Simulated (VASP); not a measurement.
# Y (I4/mmm) in VASP: notebook, part 2 of 2

VASP 6.6.1. The steps go on from the part before.

### Step 3. Single point, r2SCAN

This run uses another cell than the first one, of the same volume but with other edges.

The input, POSCAR:

```
Y
1.0
    0.0000000000      2.2769069128      2.9599789866
    2.2769069128      0.0000000000      2.9599789866
    2.2769069128      2.2769069128      0.0000000000
Y
1
Direct
    0.0000000000      0.0000000000      0.0000000000
```

The input, INCAR.step1:

```
PREC = Accurate
ENCUT = 520
ISMEAR = 0
SIGMA = 0.15
LREAL = False
LASPH = True
NELM = 60
NBANDS = 12
GGA = PE
ALGO = Normal
EDIFF = 1E-4
LWAVE = True
LCHARG = False
```

The input, INCAR.step2:

```
PREC = Accurate
ENCUT = 520
EDIFF = 1E-6
ISMEAR = 0
SIGMA = 0.15
LREAL = False
LASPH = True
NELM = 60
ALGO = Normal
ISIF = 2
LWAVE = False
LCHARG = False
METAGGA = R2SCAN
LMIXTAU = True
NBANDS = 12
ISTART = 1
```

The input, KPOINTS:

```
regular mesh
0
Gamma
  18 18 18
```

Potentials or basis: VASP PAW PBE potentials, release 64 (Y_sv).

On the command line:

```console
$ cat potpaw_PBE.64/Y_sv/POTCAR > POTCAR
$ cp INCAR.step1 INCAR
$ mpirun -np 1 vasp_std > vasp.out
$ cp INCAR.step2 INCAR
$ mpirun -np 1 vasp_std > vasp.out
```

OUTCAR:

```text
PREC = Accurate
   ENCUT = 520
   EDIFF = 1E-6
   ISMEAR = 0
   LREAL = False
   LASPH = True
   NELM = 60
   ISIF = 2
   METAGGA = R2SCAN
   ISTART = 1

 ion  position               nearest neighbor table
   1  0.000  0.000  0.000-

  LATTYP: Found a body centered tetragonal cell.
 ALAT       =     3.2200326363
 C/A-ratio  =     1.8384776311

  Lattice vectors:

 A1 = (  -2.2769069128,   0.0000000000,   2.9599789866)
 A2 = (   2.2769069128,   0.0000000000,   2.9599789866)
 A3 = (   0.0000000000,   2.2769069128,  -2.9599789866)

Analysis of symmetry for initial positions (statically):
=====================================================================
 Subroutine PRICEL returns:
 Original cell was already a primitive cell.

 Routine SETGRP: Setting up the symmetry group for a
 body centered tetragonal supercell.

 Subroutine GETGRP returns: Found 16 space group operations
 (whereof 16 operations were pure point group operations)
 out of a pool of 16 trial point group operations.

The static configuration has the point symmetry D_4h.

Analysis of symmetry for dynamics (positions and initial velocities):
=====================================================================
 Subroutine PRICEL returns:
 Original cell was already a primitive cell.

 Routine SETGRP: Setting up the symmetry group for a
 body centered tetragonal supercell.

 Subroutine GETGRP returns: Found 16 space group operations
 (whereof 16 operations were pure point group operations)
 out of a pool of 16 trial point group operations.

The dynamic configuration has the point symmetry D_4h.

 Subroutine INISYM returns: Found 16 space group operations
 (whereof 16 operations are pure point group operations),
 and found     1 'primitive' translations

----------------------------------------------------------------------------------------

                                     Primitive cell

  volume of cell :      30.6909

[... 113 lines left out ...]
   AEXX    =    0.0000 exact exchange contribution
   IVDW    =     0    specifies the selected vdW correction
   LEPSILON=     F    determine dielectric tensor
   LRPA    =     F    only Hartree local field effects (RPA)
 non-spin polarized calculation
 Gauss-broadening in eV      SIGMA  =   0.15
  energy-cutoff  :      520.00
  volume of cell :       30.69
 maximum number of plane-waves:       848
   NGX = 13   NGY = 13   NGZ = 11

 number of electron      11.0000000 magnetization

 Free energy of the ion-electron system (eV)
  ---------------------------------------------------
  ext. energy  EPLUGINS =         0.00000000
  ---------------------------------------------------
  free energy    TOTEN  =       -20.09268566 eV

  energy without entropy =      -20.07407485  energy(sigma->0) =      -20.08338026

 E-fermi :   3.4164     XC(G=0): -10.3580

 val. band max:        3.4155175204   @ k =   0.5000   0.1111   0.3333
 cond. band min:       3.4174854333   @ k =   0.5000   0.3333   0.0000
 fundamental gap:      0.0019679129
 Fermi energy:         3.4164369039

 k-point     1 :       0.0000    0.0000    0.0000
  band No.  band energies     occupation
      1     -40.7684      2.00000
      2     -19.7382      2.00000
      3     -19.7092      2.00000
      4     -19.7092      2.00000
      5      -1.5835      2.00000
      6       4.1635      0.00000
      7       5.5530      0.00000
      8       6.6448      0.00000
      9       6.6448      0.00000
     10       9.1949      0.00000
     11      13.7458      0.00000
     12      13.7586      0.00000
[... 331 lines left out ...]
 k-point    24 :      -0.2222    0.0556    0.0000
  band No.  band energies     occupation
      1     -40.7081      2.00000
      2     -20.2183      2.00000
      3     -19.7835      2.00000
      4     -19.6855      2.00000
      5       0.0308      2.00000
      6       4.2638      0.00000
      7       4.7286      0.00000
      8       7.0808      0.00000
      9       7.1357      0.00000
     10       7.8661      0.00000
     11      13.7591      0.00000
     12      15.1894      0.00000

 [... further k-points ...]

------------------------ aborting loop because EDIFF is reached ----------------------------------------

  FORCE on cell =-STRESS in cart. coord.  units (eV):
  Direction    XX          YY          ZZ          XY          YZ          ZX
  --------------------------------------------------------------------------------------
  -------------------------------------------------------------------------------------
  Total        1.1367525      1.1367525     -0.5351904      0.0000000      0.0000000      0.0000000
  in kB       59.3427014     59.3427014    -27.9389277      0.0000000      0.0000000      0.0000000
  external PRESSURE =      30.2488250 kB  Pullay stress =       0.0000000 kB

 VOLUME and BASIS-vectors are now :
 -----------------------------------------------------------------------------
  energy-cutoff  :      520.00
  volume of cell :       30.69
      direct lattice vectors                 reciprocal lattice vectors
     0.000000000  2.276906913  2.959978987    -0.219596154  0.219596154  0.168920118
     2.276906913  0.000000000  2.959978987     0.219596154 -0.219596154  0.168920118
     2.276906913  2.276906913  0.000000000     0.219596154  0.219596154 -0.168920118

 POSITION                                       TOTAL-FORCE (eV/Angst)
 -----------------------------------------------------------------------------------
      0.00000      0.00000      0.00000         0.000000     -0.000000      0.000000
 -----------------------------------------------------------------------------------
    total drift:                                0.000000     -0.000000     -0.000000

  FREE ENERGIE OF THE ION-ELECTRON SYSTEM (eV)
  ---------------------------------------------------
  free  energy   TOTEN  =       -20.0926856640 eV

  energy  without entropy=      -20.0740748528  energy(sigma->0) =      -20.08338026
```

OUTCAR.step1:

```text
PREC = Accurate
   ENCUT = 520
   ISMEAR = 0
   LREAL = False
   LASPH = True
   NELM = 60
[... 575 lines left out ...]

 POSITION                                       TOTAL-FORCE (eV/Angst)
 -----------------------------------------------------------------------------------
      0.00000      0.00000      0.00000         0.000000      0.000000      0.000000
 -----------------------------------------------------------------------------------
    total drift:                                0.000000     -0.000000     -0.000000

  FREE ENERGIE OF THE ION-ELECTRON SYSTEM (eV)
  ---------------------------------------------------
  free  energy   TOTEN  =        -6.2508903641 eV

  energy  without entropy=       -6.2309424053  energy(sigma->0) =       -6.24091638
```

OSZICAR.step1:

```text
N       E                     dE             d eps       ncg     rms          rms(c)
DAV:   1     0.252906687367E+02    0.25291E+02   -0.56198E+03 11560   0.838E+02
DAV:   2    -0.516718994469E+01   -0.30458E+02   -0.29577E+02 14016   0.168E+02
DAV:   3    -0.642008419155E+01   -0.12529E+01   -0.12351E+01 16188   0.220E+01
DAV:   4    -0.644876393251E+01   -0.28680E-01   -0.28661E-01 13000   0.324E+00
DAV:   5    -0.644934487638E+01   -0.58094E-03   -0.58093E-03 14844   0.351E-01    0.237E+01
DAV:   6    -0.627983117329E+01    0.16951E+00   -0.21032E-01 12384   0.301E+00    0.142E+01
DAV:   7    -0.625403964982E+01    0.25792E-01   -0.28234E-01 14064   0.343E+00    0.127E+00
DAV:   8    -0.625118363983E+01    0.28560E-02   -0.36754E-02 13024   0.146E+00    0.234E-01
DAV:   9    -0.625095163192E+01    0.23201E-03   -0.72003E-04 13724   0.223E-01    0.123E-01
DAV:  10    -0.625089036411E+01    0.61268E-04   -0.25860E-04 12308   0.130E-01
   1 F= -.62508904E+01 E0= -.62409164E+01  d E =-.199480E-01
```

It took 8.7 min on 1 thread of Intel Xeon Platinum 8259CL at 2.50GHz (Skylake/Cascade Lake), shared host; peak memory 0.33 GiB.

What came out:

```
Free energy            : -20.0927 eV
Pressure               : 3.0 GPa
Band gap on the k mesh : zero (an odd number of electrons rules out a gap without spin polarisation)
```

Caveat: the stress differs along the axes, from -3 to 6 GPa; the PAW data sets were made with another functional, which shifts forces and pressure a little.

### Step 4. Single point, r2SCAN

This run uses another cell than the first one, of the same volume but with other edges.

The input, POSCAR:

```
Y
1.0
    0.0000000000      2.5550365509      2.3506336268
    2.5550365509      0.0000000000      2.3506336268
    2.5550365509      2.5550365509      0.0000000000
Y
1
Direct
    0.0000000000      0.0000000000      0.0000000000
```

The input, INCAR.step1:

```
SYSTEM = Y
ALGO = Normal ; EDIFF = 1E-4
ENCUT = 520 ; GGA = PE
ISMEAR = 0 ; LASPH = .True.
LCHARG = .False. ; LREAL = .False.
LWAVE = .True. ; NBANDS = 12
NELM = 60 ; PREC = Accurate
SIGMA = 0.15
```

The input, INCAR.step2:

```
SYSTEM = Y
ALGO = Normal ; EDIFF = 1E-6
ENCUT = 520 ; ISIF = 2
ISMEAR = 0 ; ISTART = 1
LASPH = .True. ; LCHARG = .False.
LMIXTAU = .True. ; LREAL = .False.
LWAVE = .False. ; METAGGA = R2SCAN
NBANDS = 12 ; NELM = 60
PREC = Accurate ; SIGMA = 0.15
```

The input, KPOINTS:

```
k-points
0
Gamma
  18 18 18
  0 0 0
```

On the command line:

```console
$ cat potpaw_PBE.64/Y_sv/POTCAR > POTCAR
$ cp INCAR.step1 INCAR
$ mpirun -np 1 vasp_std > vasp.out
$ cp INCAR.step2 INCAR
$ mpirun -np 1 vasp_std > vasp.out
```

Run time: 9.7 min. Hardware: 1 thread of Intel Xeon Platinum 8259CL at 2.50GHz (Skylake/Cascade Lake), shared host; peak memory 0.34 GiB.

The run converged. Its results:

| Item | Value |
| --- | --- |
| Free energy | -20.1983 eV |
| Pressure | 3.5 GPa |
| Band gap on the k mesh | zero (an odd number of electrons rules out a gap without spin polarisation) |

Stress tensor (GPa, compression positive):
```
3.05 0.00 0.00
0.00 3.05 0.00
0.00 0.00 4.33
```

Levels at points of the mesh, in eV from the Fermi level:
```tsv
k point	band 3	band 4	band 5	band 6	band 7	band 8	band 9	band 10
(0.00, 0.00, 0.00)	-23.03	-23.03	-5.08	1.94	1.94	2.56	3.87	4.77
(0.50, 0.00, 0.00)	-23.16	-23.09	-2.08	0.64	1.49	2.35	5.69	6.21
(0.50, 0.50, 0.00)	-23.35	-23.35	-1.94	-1.19	3.15	5.97	6.38	6.38
(0.50, 0.00, 0.50)	-23.31	-23.20	-1.98	-0.81	1.92	5.88	6.03	6.70
```

Caveat: the cell stands under pressure; the PAW data sets were made with another functional, which shifts forces and pressure a little.

### Step 5. Single point, r2SCAN

This run uses another cell than the first one, of the same volume but with other edges.

The input, POSCAR:

```
Y
1.0
    0.0000000000      2.4072923258      2.6480215584
    2.4072923258      0.0000000000      2.6480215584
    2.4072923258      2.4072923258      0.0000000000
Y
1
Direct
    0.0000000000      0.0000000000      0.0000000000
```

The input, INCAR.step1:

```
SYSTEM = Y
ALGO = Normal
EDIFF = 1E-4
ENCUT = 520
GGA = PE
ISMEAR = 0
LASPH = .True.
LCHARG = .False.
LREAL = .False.
LWAVE = .True.
NBANDS = 12
NELM = 80
PREC = Accurate
SIGMA = 0.15
```

The input, INCAR.step2:

```
SYSTEM = Y
ALGO = Normal
EDIFF = 1E-7
ENCUT = 520
ISIF = 2
ISMEAR = 0
ISTART = 1
LASPH = .True.
LCHARG = .False.
LMIXTAU = .True.
LREAL = .False.
LWAVE = .False.
METAGGA = R2SCAN
NBANDS = 12
NELM = 80
PREC = Accurate
SIGMA = 0.15
```

KPOINTS is that of step 4.

Potentials or basis: VASP PAW PBE potentials, release 64 (Y_sv).

On the command line:

```console
$ cat potpaw_PBE.64/Y_sv/POTCAR > POTCAR
$ cp INCAR.step1 INCAR
$ mpirun -np 1 vasp_std > vasp.out
$ cp INCAR.step2 INCAR
$ mpirun -np 1 vasp_std > vasp.out
```

OUTCAR:

```text
SYSTEM = Y
   EDIFF = 1E-7
   ENCUT = 520
   ISIF = 2
   ISMEAR = 0
   ISTART = 1
   LASPH = .True.
   LREAL = .False.
   METAGGA = R2SCAN
   NELM = 80
   PREC = Accurate

 ion  position               nearest neighbor table
   1  0.000  0.000  0.000-

  LATTYP: Found a body centered tetragonal cell.
 ALAT       =     3.4044254557
 C/A-ratio  =     1.5556349186

  Lattice vectors:

 A1 = (  -2.4072923258,   0.0000000000,   2.6480215584)
[... 539 lines left out ...]
     11      13.4218      0.00000
     12      15.8122      0.00000

 [... further k-points ...]

------------------------ aborting loop because EDIFF is reached ----------------------------------------

  FORCE on cell =-STRESS in cart. coord.  units (eV):
  Direction    XX          YY          ZZ          XY          YZ          ZX
  --------------------------------------------------------------------------------------
  -------------------------------------------------------------------------------------
  Total        0.7581523      0.7581523      0.3983822      0.0000000      0.0000000     -0.0000000
  in kB       39.5783668     39.5783668     20.7970321      0.0000000      0.0000000     -0.0000000
  external PRESSURE =      33.3179219 kB  Pullay stress =       0.0000000 kB

 VOLUME and BASIS-vectors are now :
 -----------------------------------------------------------------------------
  energy-cutoff  :      520.00
  volume of cell :       30.69
      direct lattice vectors                 reciprocal lattice vectors
     0.000000000  2.407292326  2.648021558    -0.207702237  0.207702237  0.188820215
     2.407292326  0.000000000  2.648021558     0.207702237 -0.207702237  0.188820215
     2.407292326  2.407292326  0.000000000     0.207702237  0.207702237 -0.188820215

 POSITION                                       TOTAL-FORCE (eV/Angst)
 -----------------------------------------------------------------------------------
      0.00000      0.00000      0.00000         0.000000      0.000000      0.000000
 -----------------------------------------------------------------------------------
    total drift:                               -0.000000     -0.000000     -0.000000

  FREE ENERGIE OF THE ION-ELECTRON SYSTEM (eV)
  ---------------------------------------------------
  free  energy   TOTEN  =       -20.1944657425 eV

  energy  without entropy=      -20.1772249955  energy(sigma->0) =      -20.18584537
```

OUTCAR.step1:

```text
SYSTEM = Y
   EDIFF = 1E-4
   ENCUT = 520
   GGA = PE
   ISMEAR = 0
   LASPH = .True.
[... 577 lines left out ...]
 POSITION                                       TOTAL-FORCE (eV/Angst)
 -----------------------------------------------------------------------------------
      0.00000      0.00000      0.00000         0.000000      0.000000      0.000000
 -----------------------------------------------------------------------------------
    total drift:                               -0.000000     -0.000000     -0.000000

  FREE ENERGIE OF THE ION-ELECTRON SYSTEM (eV)
  ---------------------------------------------------
  free  energy   TOTEN  =        -6.3860980902 eV

  energy  without entropy=       -6.3689711122  energy(sigma->0) =       -6.37753460
```

It took 15 min on 1 thread of Intel Xeon Platinum 8259CL at 2.50GHz (Skylake/Cascade Lake), shared host; peak memory 0.34 GiB.

Results:

```
Free energy            : -20.1945 eV
Pressure               : 3.3 GPa
Band gap on the k mesh : zero (an odd number of electrons rules out a gap without spin polarisation)
```

Stress tensor (GPa, compression positive):
```
3.96 0.00 0.00
0.00 3.96 0.00
0.00 0.00 2.08
```

Levels at points of the mesh, in eV from the Fermi level:
| k point | band 2 | band 3 | band 4 | band 5 | band 6 | band 7 | band 8 | band 9 |
| --- | --- | --- | --- | --- | --- | --- | --- | --- |
| (0.00, 0.00, 0.00) | -23.04 | -23.04 | -23.03 | -5.07 | 1.62 | 2.43 | 2.43 | 3.69 |
| (0.50, 0.00, 0.00) | -23.77 | -23.16 | -23.09 | -2.07 | 0.65 | 1.48 | 2.37 | 5.73 |
| (0.50, 0.50, 0.00) | -23.68 | -23.23 | -23.23 | -1.98 | -0.74 | 1.46 | 6.07 | 6.38 |
| (0.50, 0.00, 0.50) | -23.73 | -23.40 | -23.23 | -1.95 | -1.02 | 2.79 | 5.82 | 5.88 |

Caveat: the cell stands under pressure; the PAW data sets were made with another functional, which shifts forces and pressure a little.

### Step 6. The runs side by side

| cell | gap on the mesh (eV) | pressure (GPa) |
| --- | --- | --- |
| a = 3.424, b = 3.424, c = 3.818 Å, angles 56.1, 56.1, 67.8°, 1 atom | none | 3.8 |
| a = 3.734, b = 3.734, c = 3.220 Å, angles 64.5, 64.5, 51.1°, 1 atom | none | 3.0 |
| a = 3.472, b = 3.472, c = 3.613 Å, angles 58.6, 58.6, 62.7°, 1 atom | none | 3.5 |
| a = 3.579, b = 3.579, c = 3.404 Å, angles 61.6, 61.6, 56.8°, 1 atom | none | 3.3 |

Alike in all rows: task single point; level r2SCAN; potentials or basis VASP PAW PBE potentials, release 64 (Y_sv); no spin polarisation; k mesh 18 × 18 × 18; cutoff (eV) 520; smearing gaussian 0.15 eV.

Caveats: the PAW data sets were made with another functional, which shifts forces and pressure a little; the cell stands under pressure (at least some runs); the stress differs along the axes, from -3 to 6 GPa (at least some runs).

Total energies depend on the potentials used, so only differences within one code and one set of settings carry meaning.
